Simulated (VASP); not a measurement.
Write the native input for VASP 6.6.1 that does the following.

```
Task                   : single point
Functional             : PBEsol
Potentials or basis    : VASP PAW PBE potentials, release 64 (Al, Si, N, C)
Cutoff                 : 700 eV
k mesh                 : 1 × 1 × 1, shifted
Occupations            : fermi-dirac, width 0.05 eV
Spin                   : no spin polarisation
Dipole correction      : no
Further INCAR settings : LREAL = Auto; ALGO = Normal; EDIFF = 1e-06; NBANDS = 246; ISYM = -1
```

The structure of Al13Si3C3N13 lies in POSCAR:

```
Al13Si3C3N13
1.0
    9.3199030000      0.0000000000      0.0000000000
    0.0000000000     10.7616960000      0.0000000000
    0.0000000000      0.0000000000      9.9913930000
Al Si N C
39 9 39 9
Direct
    0.1641730000      0.0852800000      0.2471350000
    0.1695080000      0.0832470000      0.7501280000
    0.9996830000      0.3312680000      0.7489140000
    0.5025300000      0.0828560000      0.2478450000
    0.5023470000      0.0836650000      0.7478040000
    0.3338680000      0.3345660000      0.7474580000
    0.1683310000      0.5826420000      0.2447090000
    0.1663040000      0.5853120000      0.7472760000
    0.0008390000      0.8342500000      0.2471320000
    0.0001510000      0.8325990000      0.7496100000
    0.8338770000      0.0810190000      0.2471340000
    0.8311870000      0.0829930000      0.7498780000
    0.6647030000      0.3340630000      0.2495150000
    0.6646810000      0.3347640000      0.7487310000
    0.5045020000      0.5834480000      0.2492610000
    0.4981540000      0.5788210000      0.7495640000
    0.3340720000      0.8325590000      0.2507390000
    0.8326480000      0.5835280000      0.2512660000
    0.6669930000      0.8352610000      0.2473180000
    0.6649240000      0.8303720000      0.7472360000
    0.0001720000      0.1671040000      0.5007650000
    0.9989270000      0.1670690000      0.9975750000
    0.3301000000      0.1628500000      0.4996970000
    0.1658700000      0.4138480000      0.4970080000
    0.9986870000      0.6675250000      0.4991640000
    0.9975000000      0.6664100000      0.9985930000
    0.6668860000      0.1673500000      0.4970210000
    0.6654980000      0.1666880000      0.9992030000
    0.4994930000      0.4141940000      0.4994100000
    0.4969220000      0.4127720000      0.9999880000
    0.3351750000      0.6656640000      0.5005320000
    0.1671840000      0.9164860000      0.4989700000
    0.8368080000      0.4147260000      0.4958740000
    0.8344240000      0.4188900000      0.0046370000
    0.6662690000      0.6640040000      0.4976260000
    0.6688040000      0.6728020000      0.0043140000
    0.4986590000      0.9170760000      0.4987130000
    0.4990250000      0.9138770000      0.0008920000
    0.8305380000      0.9165290000      0.9974260000
    0.9980890000      0.3320190000      0.2501170000
    0.3360390000      0.3339630000      0.2521070000
    0.3331980000      0.8362640000      0.7498510000
    0.8375220000      0.5836950000      0.7528230000
    0.3352480000      0.1662780000      0.9975130000
    0.1681970000      0.4177500000      0.9955220000
    0.3337660000      0.6668780000      0.9975580000
    0.1710530000      0.9160510000      0.9990080000
    0.8325160000      0.9133080000      0.4981110000
    0.9982650000      0.1651880000      0.1915170000
    0.0004270000      0.1683260000      0.6913810000
    0.3337810000      0.1706240000      0.1885780000
    0.3358660000      0.1713930000      0.6929940000
    0.1633370000      0.4170320000      0.6901050000
    0.0014450000      0.6665650000      0.1894080000
    0.9985970000      0.6684860000      0.6896860000
    0.6664450000      0.1668240000      0.1888920000
    0.5031920000      0.4175080000      0.1897420000
    0.3360220000      0.6659190000      0.1900000000
    0.3329450000      0.6667180000      0.6922670000
    0.1684410000      0.9182710000      0.1918970000
    0.1678680000      0.9169320000      0.6903870000
    0.8315180000      0.4175050000      0.1907880000
    0.6634510000      0.6678970000      0.1859490000
    0.6629290000      0.6651270000      0.6903040000
    0.4991310000      0.9169720000      0.1878130000
    0.5010050000      0.9149490000      0.6881140000
    0.8369880000      0.9175500000      0.1930110000
    0.8340410000      0.9174950000      0.6910620000
    0.1666340000      0.0833630000      0.4407070000
    0.0020490000      0.3348410000      0.9411300000
    0.5035100000      0.0834390000      0.4419100000
    0.4991770000      0.0822850000      0.9395130000
    0.3364930000      0.3321730000      0.4331710000
    0.1634310000      0.5818690000      0.4402670000
    0.0000350000      0.8333800000      0.9387730000
    0.8289960000      0.0792540000      0.4380690000
    0.8339970000      0.0837270000      0.9371380000
    0.6659000000      0.3302650000      0.4395760000
    0.6666290000      0.3363130000      0.9402480000
    0.4972980000      0.5826280000      0.4396170000
    0.4988680000      0.5815220000      0.9372890000
    0.3308680000      0.8328750000      0.4404830000
    0.3370260000      0.8344050000      0.9404950000
    0.8306830000      0.5815030000      0.4364300000
    0.8319800000      0.5836410000      0.9406340000
    0.6649580000      0.8321320000      0.4456290000
    0.6697160000      0.8331160000      0.9360650000
    0.1671930000      0.4176680000      0.1898590000
    0.6668550000      0.1651430000      0.6898700000
    0.4996440000      0.4167340000      0.6913240000
    0.8339860000      0.4194920000      0.6871510000
    0.1647120000      0.0845640000      0.9383790000
    0.0017070000      0.3331190000      0.4358800000
    0.3321410000      0.3304860000      0.9409190000
    0.1680930000      0.5853630000      0.9380610000
    0.9990320000      0.8314540000      0.4432360000
```

These files were run (other wordings do the same):

INCAR

```
SYSTEM = Al13Si3C3N13
PREC = Accurate ; ENCUT = 700
EDIFF = 1E-6 ; ISMEAR = -1
SIGMA = 0.05 ; LREAL = Auto
LASPH = .TRUE. ; NELM = 120
ALGO = Normal ; ISIF = 2
LWAVE = .FALSE. ; LCHARG = .FALSE.
GGA = PS ; ISYM = -1
NBANDS = 246 ; GGA_COMPAT = .FALSE.
```

KPOINTS

```
explicit points
1
Reciprocal
  0.25000000   0.25000000   0.25000000 1
```

Potentials or basis: VASP PAW PBE potentials, release 64 (Al, Si, N, C).

Run with:

```console
$ cat potpaw_PBE.64/Al/POTCAR potpaw_PBE.64/Si/POTCAR potpaw_PBE.64/N/POTCAR potpaw_PBE.64/C/POTCAR > POTCAR
$ mpirun -np 1 vasp_std > vasp.out
```

Results of the run:

The pressure is 1.2 GPa, the largest force is 4.638 eV/Å and the band gap on the k mesh is 1.74 eV.

Caveat: the PAW data sets were made with another functional, which shifts forces and pressure a little; a shifted mesh leaves out Γ, where band edges can lie.

Run time: 12 min on 1 thread of Intel(R) Xeon(R) Platinum 8488C (Sapphire Rapids) (shared host), peak memory 1.4 GiB.
